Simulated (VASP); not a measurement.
# Al2Cu (P4/mmm) in VASP: relaxation of cell and atoms with r2SCAN

Aim: the relaxation of cell and atoms of Al2Cu with r2SCAN.

All numbers are computed with VASP 6.6.1; they aren't measurements. Logs are shortened: lines on timing, memory, paths and dates and some standing lists are left out, and cuts for length are marked.

## (1) The cell of the first run

Symmetry: P4/mmm, No. 123, tetragonal system. Conventional cell: a = 4.105 Å, b = 4.105 Å, c = 2.891 Å, α = 90.00°, β = 90.00°, γ = 90.00°. Cu (site symmetry 4/mmm) has 8 Al at 2.51 Å and 2 Cu at 2.89 Å within 3.3 Å. Al (site symmetry mmm) has 4 Cu at 2.51 Å and 6 Al at 2.89 to 2.90 Å within 3.3 Å.

## (2) Relaxation of cell and atoms, r2SCAN

The input, POSCAR:

```
Al2Cu
1.0
    4.1051820000      0.0000000000      0.0000000000
    0.0000000000      4.1051820000      0.0000000000
    0.0000000000      0.0000000000      2.8913130000
Cu Al
1 2
Direct
    0.0000000000      0.0000000000      0.0000000000
    0.0000000000      0.5000000000      0.5000000000
    0.5000000000      0.0000000000      0.5000000000
```

The input, INCAR.step1:

```
  ALGO = Normal
  EDIFF = 1E-4
  ENCUT = 600
  GGA = PE
  ISMEAR = -1
  LASPH = True
  LCHARG = False
  LREAL = False
  LWAVE = True
  NELM = 60
  PREC = Accurate
  SIGMA = 0.05
```

The input, INCAR.step2:

```
  ALGO = Normal
  EDIFF = 1E-6
  EDIFFG = -0.01
  ENCUT = 600
  IBRION = 2
  ISIF = 3
  ISMEAR = -1
  ISTART = 1
  LASPH = True
  LCHARG = False
  LMIXTAU = True
  LREAL = False
  LWAVE = False
  METAGGA = R2SCAN
  NELM = 60
  NSW = 60
  PREC = Accurate
  SIGMA = 0.05
```

The input, KPOINTS:

```
k-points
0
Gamma
  7 7 9
```

Potentials or basis: VASP PAW PBE potentials, release 64 (Cu, Al).

Started as:

```
$ cat potpaw_PBE.64/Cu/POTCAR potpaw_PBE.64/Al/POTCAR > POTCAR
$ cp INCAR.step1 INCAR
$ mpirun -np 1 vasp_std > vasp.out
$ cp INCAR.step2 INCAR
$ mpirun -np 1 vasp_std > vasp.out
```

OUTCAR:

```text
EDIFF = 1E-6
   EDIFFG = -0.01
   ENCUT = 600
   IBRION = 2
   ISIF = 3
   ISMEAR = -1
   ISTART = 1
   LASPH = True
   LREAL = False
   METAGGA = R2SCAN
   NELM = 60
   NSW = 60
   PREC = Accurate

 ion  position               nearest neighbor table
   1  0.000  0.000  0.000-   2 2.51   3 2.51   2 2.51   3 2.51   2 2.51   2 2.51   3 2.51   3 2.51

   2  0.000  0.500  0.500-   1 2.51   1 2.51   1 2.51   1 2.51   3 2.90   3 2.90   3 2.90   3 2.90

   3  0.500  0.000  0.500-   1 2.51   1 2.51   1 2.51   1 2.51   2 2.90   2 2.90   2 2.90   2 2.90

  LATTYP: Found a simple tetragonal cell.
 ALAT       =     4.1051820000
 C/A-ratio  =     0.7043081159

  Lattice vectors:

 A1 = (   4.1051820000,   0.0000000000,   0.0000000000)
 A2 = (   0.0000000000,   4.1051820000,   0.0000000000)
 A3 = (   0.0000000000,   0.0000000000,   2.8913130000)

Analysis of symmetry for initial positions (statically):
=====================================================================
 Subroutine PRICEL returns:
 Original cell was already a primitive cell.

 Routine SETGRP: Setting up the symmetry group for a
 simple tetragonal supercell.

 Subroutine GETGRP returns: Found 16 space group operations
 (whereof 16 operations were pure point group operations)
 out of a pool of 16 trial point group operations.

The static configuration has the point symmetry D_4h.

Analysis of symmetry for dynamics (positions and initial velocities):
=====================================================================
 Subroutine PRICEL returns:
 Original cell was already a primitive cell.

 Routine SETGRP: Setting up the symmetry group for a
 simple tetragonal supercell.

 Subroutine GETGRP returns: Found 16 space group operations
 (whereof 16 operations were pure point group operations)
 out of a pool of 16 trial point group operations.

The dynamic configuration has the point symmetry D_4h.

 Subroutine INISYM returns: Found 16 space group operations
 (whereof 16 operations are pure point group operations),
 and found     1 'primitive' translations

----------------------------------------------------------------------------------------

                                     Primitive cell

  volume of cell :      48.7259

  direct lattice vectors                    reciprocal lattice vectors
     4.105182000  0.000000000  0.000000000     0.243594559  0.000000000  0.000000000
     0.000000000  4.105182000  0.000000000     0.000000000  0.243594559  0.000000000
     0.000000000  0.000000000  2.891313000     0.000000000  0.000000000  0.345863627

  length of vectors
     4.105182000  4.105182000  2.891313000     0.243594559  0.243594559  0.345863627

  position of ions in fractional coordinates (direct lattice)
     0.000000000  0.000000000  0.000000000
     0.000000000  0.500000000  0.500000000
     0.500000000  0.000000000  0.500000000

  ion indices of the primitive-cell ions
   primitive index   ion index
                 1           1
                 2           2
                 3           3

----------------------------------------------------------------------------------------

 KPOINTS: k-points

Automatic generation of k-mesh.
 Grid dimensions read from file:
 generate k-points for:    7    7    9

 Generating k-lattice:

  Cartesian coordinates                     Fractional coordinates (reciprocal lattice)
     0.034799223  0.000000000  0.000000000     0.142857143  0.000000000  0.000000000
     0.000000000  0.034799223  0.000000000     0.000000000  0.142857143  0.000000000
     0.000000000  0.000000000  0.038429292     0.000000000  0.000000000  0.111111111

  Length of vectors
     0.034799223  0.034799223  0.038429292

  Shift w.r.t. Gamma in fractional coordinates (k-lattice)
     0.000000000  0.000000000  0.000000000

 Subroutine IBZKPT returns following result:
 ===========================================

 Found     50 irreducible k-points:

 Following reciprocal coordinates:
            Coordinates               Weight
  0.000000  0.000000  0.000000      1.000000
  0.142857  0.000000  0.000000      4.000000
  0.285714  0.000000  0.000000      4.000000
  0.428571  0.000000  0.000000      4.000000
  0.142857  0.142857  0.000000      4.000000
  0.285714  0.142857  0.000000      8.000000
[... 16 lines left out ...]
  0.285714  0.000000  0.222222      8.000000
  0.428571  0.000000  0.222222      8.000000
 [... further k-points ...]
   k-points           NKPTS =     50   k-points in BZ     NKDIM =     50   number of bands    NBANDS=     12
   number of dos      NEDOS =    301   number of ions     NIONS =      3
   total plane-waves  NPLWV =  31104
   dimension x,y,z NGX =    36 NGY =   36 NGZ =   24
   dimension x,y,z NGXF=    72 NGYF=   72 NGZF=   48
   ions per type =               1   2
   NGX,Y,Z   is equivalent  to a cutoff of  14.58, 14.58, 13.80 a.u.
   NGXF,Y,Z  is equivalent  to a cutoff of  29.16, 29.16, 27.60 a.u.
 SYSTEM =  unknown system
   PREC   = accura    normal or accurate (medium, high low for compatibility)
   ISTART =      1    job   : 0-new  1-cont  2-samecut
   ICHARG =      0    charge: 1-file 2-atom 10-const
   ISPIN  =      1    spin polarized calculation?
   LNONCOLLINEAR =      F non collinear calculations
   LSORBIT =      F    spin-orbit coupling
   LASPH  =      T    aspherical Exc in radial PAW
   ENCUT  =  600.0 eV  44.10 Ry    6.64 a.u.   8.20  8.20  5.77*2*pi/ulx,y,z
   NELM   =     60;   NELMIN=  2; NELMDL=  0     # of ELM steps
   EDIFF  = 0.1E-05   stopping-criterion for ELM
   LREAL  =      F    real-space projection
   EDIFFG = -.1E-01   stopping-criterion for IOM
   NSW    =     60    number of steps for IOM
   IBRION =      2    ionic relax: 0-MD 1-quasi-New 2-CG
   NFREE  =      1    steps in history (QN), initial steepest desc. (CG)
   ISIF   =      3    stress and relaxation
   ISYM   =      2    0-nonsym 1-usesym 2-fastsym
   POTIM  = 0.5000    time-step for ionic-motion
   TEBEG  =    0.0;   TEEND  =   0.0 temperature during run
   PSTRESS=    0.0 pullay stress
   NELECT =      17.0000    total number of electrons
   NUPDOWN=      -1.0000    fix difference up-down
   EMIN   =  10.00;   EMAX   =-10.00  energy-range for DOS
   EFERMI =   0.00;   METHOD = LEGACY
   ISMEAR =    -1;   SIGMA  =   0.05  broadening in eV -4-tet -1-fermi 0-gaus
   EFERMI_NEDOS =   21; number of points for ismear=-14 and -15
   IALGO  =     38    algorithm
   IMIX   =      4    mixing-type and parameters
     AMIX     =   0.40;   BMIX     =  1.00
     AMIX_MAG =   1.60;   BMIX_MAG =  1.00
  volume/ion in A,a.u.               =      16.24       109.61
  Fermi-wavevector in a.u.,A,eV,Ry     =   1.152492  2.177894 18.071765  1.328237
  Thomas-Fermi vector in A             =   2.289142
   LORBIT       =      0    0 simple, 1 ext, 2 COOP (PROOUT), +10 PAW based schemes
   METAGGA = R2SCAN    functional components
   LHFCALC =     F    Hartree Fock is set to
   AEXX    =    0.0000 exact exchange contribution
   IVDW    =     0    specifies the selected vdW correction
   LEPSILON=     F    determine dielectric tensor
   LRPA    =     F    only Hartree local field effects (RPA)
 conjugate gradient relaxation of ions
 non-spin polarized calculation
  energy-cutoff  :      600.00
  volume of cell :       48.73
 maximum number of plane-waves:      1652
 NGX is ok and might be reduce to    36
   NGX = 17   NGY = 17   NGZ = 11

--------------------------------------- Ionic step        1  -------------------------------------------

 number of electron      16.9999992 magnetization

 Free energy of the ion-electron system (eV)
  ---------------------------------------------------
  ext. energy  EPLUGINS =         0.00000000
  ---------------------------------------------------
  free energy    TOTEN  =       -24.40333543 eV

  energy without entropy =      -24.39268217  energy(sigma->0) =      -24.39800880

------------------------ aborting loop because EDIFF is reached ----------------------------------------

  FORCE on cell =-STRESS in cart. coord.  units (eV):
  Direction    XX          YY          ZZ          XY          YZ          ZX
  --------------------------------------------------------------------------------------
  -------------------------------------------------------------------------------------
  Total       -0.5722006     -0.5722006     -0.9388100      0.0000000      0.0000000      0.0000000
  in kB      -18.8147709    -18.8147709    -30.8694101      0.0000000      0.0000000      0.0000000
  external PRESSURE =     -22.8329840 kB  Pullay stress =       0.0000000 kB
[... 170 lines left out ...]
  energy  without entropy=      -24.4013841815  energy(sigma->0) =      -24.40680976

--------------------------------------- Ionic step        6  -------------------------------------------

 number of electron      16.9999991 magnetization

 Free energy of the ion-electron system (eV)
  ---------------------------------------------------
  ext. energy  EPLUGINS =         0.00000000
  ---------------------------------------------------
  free energy    TOTEN  =       -24.41227768 eV

  energy without entropy =      -24.40123881  energy(sigma->0) =      -24.40675825

 E-fermi :   7.3308     XC(G=0): -11.2155

 val. band max:        7.2974903104   @ k =   0.1429   0.1429   0.4444
 cond. band min:       7.3317602776   @ k =   0.2857   0.2857   0.2222
 fundamental gap:      0.0342699672
 Fermi energy:         7.3308033256

 k-point     1 :       0.0000    0.0000    0.0000
  band No.  band energies     occupation
      1      -3.9320      2.00000
      2       1.6099      2.00000
      3       2.1169      2.00000
      4       2.7986      2.00000
      5       3.0646      2.00000
      6       3.0646      2.00000
      7       4.6623      2.00000
      8       4.6623      2.00000
      9       7.3794      0.54918
     10       8.3187      0.00000
     11      13.9732      0.00000
     12      14.0475      0.00000
[... 331 lines left out ...]
 k-point    24 :       0.4286    0.0000    0.2222
  band No.  band energies     occupation
      1      -1.5121      2.00000
      2       0.1352      2.00000
      3       2.3152      2.00000
      4       2.5371      2.00000
      5       2.7204      2.00000
      6       2.7759      2.00000
      7       3.0917      2.00000
      8       7.3358      0.94988
      9       9.1272      0.00000
     10       9.2311      0.00000
     11       9.7629      0.00000
     12      11.0751      0.00000

 [... further k-points ...]

------------------------ aborting loop because EDIFF is reached ----------------------------------------

  FORCE on cell =-STRESS in cart. coord.  units (eV):
  Direction    XX          YY          ZZ          XY          YZ          ZX
  --------------------------------------------------------------------------------------
  -------------------------------------------------------------------------------------
  Total       -0.0220529     -0.0220529     -0.0116858      0.0000000      0.0000000      0.0000000
  in kB       -0.7415728     -0.7415728     -0.3929571      0.0000000      0.0000000      0.0000000
  external PRESSURE =      -0.6253676 kB  Pullay stress =       0.0000000 kB
[... 18 lines left out ...]
  FREE ENERGIE OF THE ION-ELECTRON SYSTEM (eV)
  ---------------------------------------------------
  free  energy   TOTEN  =       -24.4122776805 eV

  energy  without entropy=      -24.4012388117  energy(sigma->0) =      -24.40675825

 reached required accuracy - stopping structural energy minimisation
```

Run time: 9.1 min. Hardware: 1 thread of Intel Xeon 8259CL, shared host; peak memory 0.21 GiB.

Results:

* Free energy: -24.4123 eV
* Relaxed volume: 15.88 Å³/atom
* Relaxed cell: a = 4.087 Å, b = 4.087 Å, c = 2.852 Å, α = 90.00°, β = 90.00°, γ = 90.00°
* Space group after relaxing (to 0.1 Å): P4/mmm (No. 123)
* Energy gained by relaxing: 3.0 meV/atom
* Ionic steps: 6
* Pressure after relaxing: -0.1 GPa
* Band gap on the k mesh: zero (an odd number of electrons rules out a gap without spin polarisation)

The path:
| step | energy change (eV) | largest force (eV/Å) | pressure (GPa) | volume (Å³) |
| --- | --- | --- | --- | --- |
| 1 | 0.0000 | 0.0000 | -2.28 | 48.73 |
| 2 | -0.0071 | 0.0000 | 1.00 | 47.11 |
| 3 | -0.0087 | 0.0000 | 0.09 | 47.58 |
| 4 | -0.0087 | 0.0000 | 0.03 | 47.61 |
| 5 | -0.0089 | 0.0000 | -0.04 | 47.63 |
| 6 | -0.0089 | 0.0000 | -0.06 | 47.65 |

Final structure:
```cif
data_structure
_symmetry_space_group_name_H-M 'P 1'
_symmetry_Int_Tables_number 1
_cell_length_a 4.0871
_cell_length_b 4.0871
_cell_length_c 2.8523
_cell_angle_alpha 90.000
_cell_angle_beta 90.000
_cell_angle_gamma 90.000
_cell_volume 47.65
loop_
_atom_site_label
_atom_site_type_symbol
_atom_site_fract_x
_atom_site_fract_y
_atom_site_fract_z
_atom_site_occupancy
Cu1 Cu 0.00000 0.00000 0.00000 1
Al1 Al 0.00000 0.50000 0.50000 1
Al2 Al 0.50000 0.00000 0.50000 1
```

Caveat: the PAW data sets were made with another functional, which shifts forces and pressure a little.

The gap in the log of VASP goes by the Fermi energy; the results here count the filled bands.